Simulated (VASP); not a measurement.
# BeTe (F-43m) in VASP: notebook

The runs below take BeTe through relaxation of cell and atoms, with PBEsol.

All numbers are computed with VASP 6.6.1; they aren't measurements. Logs are shortened: lines on timing, memory, paths and dates and some standing lists are left out, and cuts for length are marked.

## 1. The cell of the first run

It takes space group F-43m (No. 216, cubic). The conventional cell has a = 5.606 Å, b = 5.606 Å, c = 5.606 Å, α = 90.00°, β = 90.00°, γ = 90.00°. Be (site symmetry -43m) has 4 Te at 2.43 Å within 3.2 Å. Within 3.2 Å of Te (site symmetry -43m) lie 4 Be at 2.43 Å.

## 2. Relaxation of cell and atoms, PBEsol, target pressure 10 GPa, at which the enthalpy is minimised

INCAR

```
PREC = Accurate
ENCUT = 600
EDIFF = 1E-6
ISMEAR = 0
SIGMA = 0.01
LREAL = F
LASPH = T
NELM = 80
ALGO = Normal
ISIF = 3
LWAVE = F
LCHARG = F
GGA = PS
IBRION = 2
NSW = 100
EDIFFG = -0.002
PSTRESS = 100.0
```

KPOINTS

```
regular mesh
0
Gamma
  8 8 8
```

POSCAR

```
BeTe
1.0
    0.0000000000      2.8027741266      2.8027741266
    2.8027741266      0.0000000000      2.8027741266
    2.8027741266      2.8027741266      0.0000000000
Be Te
1 1
Direct
    0.0000000000      0.0000000000      0.0000000000
    0.7500000000      0.7500000000      0.7500000000
```

Potentials or basis: VASP PAW PBE potentials, release 64 (Be, Te).

The run is started by

```bash
cat potpaw_PBE.64/Be/POTCAR potpaw_PBE.64/Te/POTCAR > POTCAR
mpirun -np 1 vasp_std > vasp.out
```

OUTCAR:

```text
PREC = Accurate
   ENCUT = 600
   EDIFF = 1E-6
   ISMEAR = 0
   LREAL = F
   LASPH = T
   NELM = 80
   ISIF = 3
   GGA = PS
   IBRION = 2
   NSW = 100
   EDIFFG = -0.002
   PSTRESS = 100.0

 ion  position               nearest neighbor table
   1  0.000  0.000  0.000-   2 2.43   2 2.43   2 2.43   2 2.43
   2  0.750  0.750  0.750-   1 2.43   1 2.43   1 2.43   1 2.43

  LATTYP: Found a face centered cubic cell.
 ALAT       =     5.6055482532

  Lattice vectors:

 A1 = (   0.0000000000,   2.8027741266,   2.8027741266)
 A2 = (   2.8027741266,   0.0000000000,   2.8027741266)
 A3 = (   2.8027741266,   2.8027741266,   0.0000000000)

Analysis of symmetry for initial positions (statically):
=====================================================================
 Subroutine PRICEL returns:
 Original cell was already a primitive cell.

 Routine SETGRP: Setting up the symmetry group for a
 face centered cubic supercell.

 Subroutine GETGRP returns: Found 24 space group operations
 (whereof 24 operations were pure point group operations)
 out of a pool of 48 trial point group operations.

The static configuration has the point symmetry T_d .

Analysis of symmetry for dynamics (positions and initial velocities):
=====================================================================
 Subroutine PRICEL returns:
 Original cell was already a primitive cell.

 Routine SETGRP: Setting up the symmetry group for a
 face centered cubic supercell.

 Subroutine GETGRP returns: Found 24 space group operations
 (whereof 24 operations were pure point group operations)
 out of a pool of 48 trial point group operations.

The dynamic configuration has the point symmetry T_d .

 Subroutine INISYM returns: Found 24 space group operations
 (whereof 24 operations are pure point group operations),
 and found     1 'primitive' translations

----------------------------------------------------------------------------------------

                                     Primitive cell

  volume of cell :      44.0346

  direct lattice vectors                    reciprocal lattice vectors
     0.000000000  2.802774127  2.802774127    -0.178394682  0.178394682  0.178394682
     2.802774127  0.000000000  2.802774127     0.178394682 -0.178394682  0.178394682
     2.802774127  2.802774127  0.000000000     0.178394682  0.178394682 -0.178394682

  length of vectors
     3.963721182  3.963721182  3.963721182     0.308988654  0.308988654  0.308988654

  position of ions in fractional coordinates (direct lattice)
     0.000000000  0.000000000  0.000000000
     0.750000000  0.750000000  0.750000000

  ion indices of the primitive-cell ions
   primitive index   ion index
                 1           1
                 2           2

----------------------------------------------------------------------------------------

 KPOINTS: regular mesh

Automatic generation of k-mesh.
 Grid dimensions read from file:
 generate k-points for:    8    8    8

 Generating k-lattice:

  Cartesian coordinates                     Fractional coordinates (reciprocal lattice)
    -0.022299335  0.022299335  0.022299335     0.125000000  0.000000000  0.000000000
     0.022299335 -0.022299335  0.022299335     0.000000000  0.125000000  0.000000000
     0.022299335  0.022299335 -0.022299335     0.000000000  0.000000000  0.125000000

  Length of vectors
     0.038623582  0.038623582  0.038623582

  Shift w.r.t. Gamma in fractional coordinates (k-lattice)
     0.000000000  0.000000000  0.000000000

 Subroutine IBZKPT returns following result:
 ===========================================

 Found     29 irreducible k-points:

 Following reciprocal coordinates:
            Coordinates               Weight
  0.000000  0.000000  0.000000      1.000000
  0.125000  0.000000  0.000000      8.000000
  0.250000  0.000000  0.000000      8.000000
  0.375000  0.000000  0.000000      8.000000
  0.500000  0.000000  0.000000      4.000000
  0.125000  0.125000  0.000000      6.000000
[... 16 lines left out ...]
  0.500000  0.250000  0.125000     48.000000
 -0.375000  0.250000  0.125000     24.000000
 [... further k-points ...]
   k-points           NKPTS =     29   k-points in BZ     NKDIM =     29   number of bands    NBANDS=      8
   number of dos      NEDOS =    301   number of ions     NIONS =      2
   total plane-waves  NPLWV =  32768
   dimension x,y,z NGX =    32 NGY =   32 NGZ =   32
   dimension x,y,z NGXF=    64 NGYF=   64 NGZF=   64
   ions per type =               1   1
   NGX,Y,Z   is equivalent  to a cutoff of  13.42, 13.42, 13.42 a.u.
   NGXF,Y,Z  is equivalent  to a cutoff of  26.84, 26.84, 26.84 a.u.
 SYSTEM =  unknown system
   PREC   = accura    normal or accurate (medium, high low for compatibility)
   ISTART =      0    job   : 0-new  1-cont  2-samecut
   ICHARG =      2    charge: 1-file 2-atom 10-const
   ISPIN  =      1    spin polarized calculation?
   LNONCOLLINEAR =      F non collinear calculations
   LSORBIT =      F    spin-orbit coupling
   LASPH  =      T    aspherical Exc in radial PAW
   ENCUT  =  600.0 eV  44.10 Ry    6.64 a.u.   7.92  7.92  7.92*2*pi/ulx,y,z
   NELM   =     80;   NELMIN=  2; NELMDL= -5     # of ELM steps
   EDIFF  = 0.1E-05   stopping-criterion for ELM
   LREAL  =      F    real-space projection
   EDIFFG = -.2E-02   stopping-criterion for IOM
   NSW    =    100    number of steps for IOM
   IBRION =      2    ionic relax: 0-MD 1-quasi-New 2-CG
   NFREE  =      1    steps in history (QN), initial steepest desc. (CG)
   ISIF   =      3    stress and relaxation
   ISYM   =      2    0-nonsym 1-usesym 2-fastsym
   POTIM  = 0.5000    time-step for ionic-motion
   TEBEG  =    0.0;   TEEND  =   0.0 temperature during run
   PSTRESS=  100.0 pullay stress
   NELECT =       8.0000    total number of electrons
   NUPDOWN=      -1.0000    fix difference up-down
   EMIN   =  10.00;   EMAX   =-10.00  energy-range for DOS
   EFERMI =   0.00;   METHOD = LEGACY
   ISMEAR =     0;   SIGMA  =   0.01  broadening in eV -4-tet -1-fermi 0-gaus
   EFERMI_NEDOS =   21; number of points for ismear=-14 and -15
   IALGO  =     38    algorithm
   IMIX   =      4    mixing-type and parameters
     AMIX     =   0.40;   BMIX     =  1.00
     AMIX_MAG =   1.60;   BMIX_MAG =  1.00
  volume/ion in A,a.u.               =      22.02       148.58
  Fermi-wavevector in a.u.,A,eV,Ry     =   0.927200  1.752154 11.696925  0.859700
  Thomas-Fermi vector in A             =   2.053244
   LORBIT       =      0    0 simple, 1 ext, 2 COOP (PROOUT), +10 PAW based schemes
   GGA     = PS    functional components
   LHFCALC =     F    Hartree Fock is set to
   AEXX    =    0.0000 exact exchange contribution
   IVDW    =     0    specifies the selected vdW correction
   LEPSILON=     F    determine dielectric tensor
   LRPA    =     F    only Hartree local field effects (RPA)
 conjugate gradient relaxation of ions
 non-spin polarized calculation
 Gauss-broadening in eV      SIGMA  =   0.01
  energy-cutoff  :      600.00
  volume of cell :       44.03
 maximum number of plane-waves:      1480
   NGX = 15   NGY = 15   NGZ = 15

--------------------------------------- Ionic step        1  -------------------------------------------

 number of electron       8.0000000 magnetization

 Free energy of the ion-electron system (eV)
  ---------------------------------------------------
  ext. energy  EPLUGINS =         0.00000000
  ---------------------------------------------------
  free energy    TOTEN  =        -8.21587654 eV

  energy without entropy =       -8.21587654  energy(sigma->0) =       -8.21587654

------------------------ aborting loop because EDIFF is reached ----------------------------------------

  FORCE on cell =-STRESS in cart. coord.  units (eV):
  Direction    XX          YY          ZZ          XY          YZ          ZX
  --------------------------------------------------------------------------------------
  -------------------------------------------------------------------------------------
  Total        0.0611725      0.0611725      0.0611725      0.0000000     -0.0000000      0.0000000
  in kB        2.2257290      2.2257290      2.2257290      0.0000000     -0.0000000      0.0000000
  external PRESSURE =     -97.7742710 kB  Pullay stress =     100.0000000 kB
[... 23 lines left out ...]
  enthalpy is  TOTEN    =        -5.4674526674 eV   P V=        2.7484238743

--------------------------------------- Ionic step        2  -------------------------------------------

 number of electron       7.9999999 magnetization

 E-fermi :   7.7555     XC(G=0): -10.0768

 val. band max:        7.7003702428   @ k =   0.0000   0.0000   0.0000
 cond. band min:       8.9391141518   @ k =   0.5000   0.5000   0.0000
 fundamental gap:      1.2387439090
 Fermi energy:         7.7555230091

 k-point     1 :       0.0000    0.0000    0.0000
  band No.  band energies     occupation
      1      -6.2776      2.00000
      2       7.7004      2.00000
      3       7.7004      2.00000
      4       7.7004      2.00000
      5      11.0410      0.00000
      6      11.0410      0.00000
      7      11.0410      0.00000
      8      13.1264      0.00000
[... 243 lines left out ...]
 k-point    24 :      -0.3750    0.2500    0.1250
  band No.  band energies     occupation
      1      -3.9584      2.00000
      2       1.1184      2.00000
      3       3.9339      2.00000
      4       5.0492      2.00000
      5      11.5947      0.00000
      6      12.3186      0.00000
      7      15.0243      0.00000
      8      16.0683      0.00000

 [... further k-points ...]
[... 5 lines left out ...]
  --------------------------------------------------------------------------------------
  -------------------------------------------------------------------------------------
  Total        4.1609717      4.1609717      4.1609717     -0.0000000     -0.0000000      0.0000000
  in kB      185.1081382    185.1081382    185.1081382     -0.0000000     -0.0000000      0.0000000
  external PRESSURE =      85.1081382 kB  Pullay stress =     100.0000000 kB
[... 137 lines left out ...]
  enthalpy is  TOTEN    =        -5.6407213150 eV   P V=        2.4280475056

--------------------------------------- Ionic step        6  -------------------------------------------

 number of electron       8.0000000 magnetization

 Free energy of the ion-electron system (eV)
  ---------------------------------------------------
  ext. energy  EPLUGINS =         0.00000000
  ---------------------------------------------------
  free energy    TOTEN  =        -8.06646109 eV

  energy without entropy =       -8.06646109  energy(sigma->0) =       -8.06646109

 E-fermi :   6.7317     XC(G=0):  -9.7612

 val. band max:        6.6757923472   @ k =   0.0000   0.0000   0.0000
 cond. band min:       8.1523651311   @ k =   0.5000   0.5000   0.0000
 fundamental gap:      1.4765727839
 Fermi energy:         6.7317090196

 k-point     1 :       0.0000    0.0000    0.0000
  band No.  band energies     occupation
      1      -6.6668      2.00000
      2       6.6758      2.00000
      3       6.6758      2.00000
      4       6.6758      2.00000
      5      10.1263      0.00000
      6      10.1263      0.00000
      7      10.1263      0.00000
      8      11.4714      0.00000
[... 243 lines left out ...]
 k-point    24 :      -0.3750    0.2500    0.1250
  band No.  band energies     occupation
      1      -4.6255      2.00000
      2       0.6433      2.00000
      3       3.2301      2.00000
      4       4.3092      2.00000
      5      10.6945      0.00000
      6      11.1978      0.00000
      7      13.7682      0.00000
      8      14.8295      0.00000

 [... further k-points ...]
[... 5 lines left out ...]
  --------------------------------------------------------------------------------------
  -------------------------------------------------------------------------------------
  Total        2.4253358      2.4253358      2.4253358      0.0000000      0.0000000     -0.0000000
  in kB       99.9837925     99.9837925     99.9837925      0.0000000      0.0000000     -0.0000000
  external PRESSURE =      -0.0162075 kB  Pullay stress =     100.0000000 kB
[... 17 lines left out ...]
  FREE ENERGIE OF THE ION-ELECTRON SYSTEM (eV)
  ---------------------------------------------------
  free  energy   TOTEN  =        -8.0664610949 eV

  energy  without entropy=       -8.0664610949  energy(sigma->0) =       -8.06646109

  enthalpy is  TOTEN    =        -5.6407320948 eV   P V=        2.4257290001

 reached required accuracy - stopping structural energy minimisation
```

It took 41 s on 1 thread of Intel Xeon Platinum 8488C (Sapphire Rapids), shared host; peak memory 0.18 GiB.

What came out:

| Property | Result |
| --- | --- |
| Free energy | -8.0665 eV |
| Relaxed volume | 19.43 Å³/atom |
| Relaxed cell | a = 3.802 Å, b = 3.802 Å, c = 3.802 Å, α = 60.00°, β = 60.00°, γ = 60.00° |
| Space group after relaxing (to 0.05 Å) | F-43m (No. 216) |
| Energy change on relaxing (the enthalpy is what falls) | +74.7 meV/atom |
| Ionic steps | 6 |
| Pressure after relaxing | 10.0 GPa |
| Band gap on the k mesh | 1.48 eV, indirect (least direct gap 3.45 eV) |

The path:
```
step  energy change (eV)  largest force (eV/Å)  pressure (GPa)  volume (Å³)
   1              0.0000                0.0000            0.22        44.03
   2              0.3987                0.0000           18.51        36.01
   3              0.1479                0.0000            9.95        38.89
   4              0.1541                0.0000           10.18        38.79
   5              0.1471                0.0000            9.91        38.90
   6              0.1494                0.0000           10.00        38.86
```

Final structure:
```xyz
2
Lattice="0.0000 2.6885 2.6885 2.6885 0.0000 2.6885 2.6885 2.6885 0.0000" Properties=species:S:1:pos:R:3 pbc="T T T"
Be    2.6885    2.6885    0.0000
Te    4.0327    4.0327    4.0327
```

Caveat: the cell is relaxed towards a set pressure, so the enthalpy falls and the energy may rise; the PAW data sets were made with another functional, which shifts forces and pressure a little; spin-orbit coupling is left out, which moves the levels of the heavy elements. A k mesh can miss the band edges.

(Continued in part 2 of 2.)
